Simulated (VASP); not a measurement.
A run of VASP 6.6.1 is set up as follows.

INCAR

```
ALGO     = Normal         # electronic algorithm
EDIFF    = 1E-6           # SCF threshold, eV
ENCUT    = 520            # plane-wave cutoff, eV
GGA      = PE             # functional
GGA_COMPAT= False        
ISIF     = 2              # what is computed and relaxed
ISMEAR   = -1             # smearing method
LASPH    = True           # aspherical terms in the spheres
LCHARG   = False          # write CHGCAR
LMAXMIX  = 4              # l up to which the mixer works
LORBIT   = 11             # projections on sites
LORBMOM  = True         
LREAL    = False          # projectors in reciprocal space
LSORBIT  = True           # spin-orbit coupling
LWAVE    = False          # write WAVECAR
MAGMOM   = 0 0 0 0 0 0 0 0 0 0 0 0 0 0 0 0 0 0 # initial moments
NBANDS   = 68             # bands
NELM     = 150            # most SCF steps
PREC     = Accurate       # precision mode
SIGMA    = 0.02           # smearing width, eV
```

The input KPOINTS:

```
k-points
0
Gamma
  6 6 2
```

The input POSCAR:

```
MoS2
1.0
    3.1730194941      0.0000000000      0.0000000000
   -1.5865097470      2.7479154886      0.0000000000
    0.0000000000      0.0000000000     12.4359056939
Mo S
2 4
Direct
    0.3333333333      0.6666666667      0.2500000000
    0.6666666667      0.3333333333      0.7500000000
    0.3333333333      0.6666666667      0.6249005388
    0.6666666667      0.3333333333      0.1249005388
    0.3333333333      0.6666666667      0.8750994612
    0.6666666667      0.3333333333      0.3750994612
```

Potentials or basis: VASP PAW PBE potentials, release 64 (Mo_sv, S).

Command:

```bash
$ cat potpaw_PBE.64/Mo_sv/POTCAR potpaw_PBE.64/S/POTCAR > POTCAR
$ mpirun -np 1 vasp_ncl > vasp.out
```

Task: Predict the net moment.

Result: 0.00 μB per cell.

Task: Estimate the pressure.

Result: 2.3 GPa.

Forces on the atoms (eV/Å):
```
Mo   0.000  0.000  0.000
Mo   0.000  0.000  0.000
S    0.000  0.000 -0.105
S    0.000  0.000 -0.105
S    0.000  0.000  0.105
S    0.000  0.000  0.105
```

Caveat: the k points lie up to 0.38 Å⁻¹ apart; this functional lacks dispersion, which binds the layers, so the pressure and a relaxed spacing across them are unreliable.
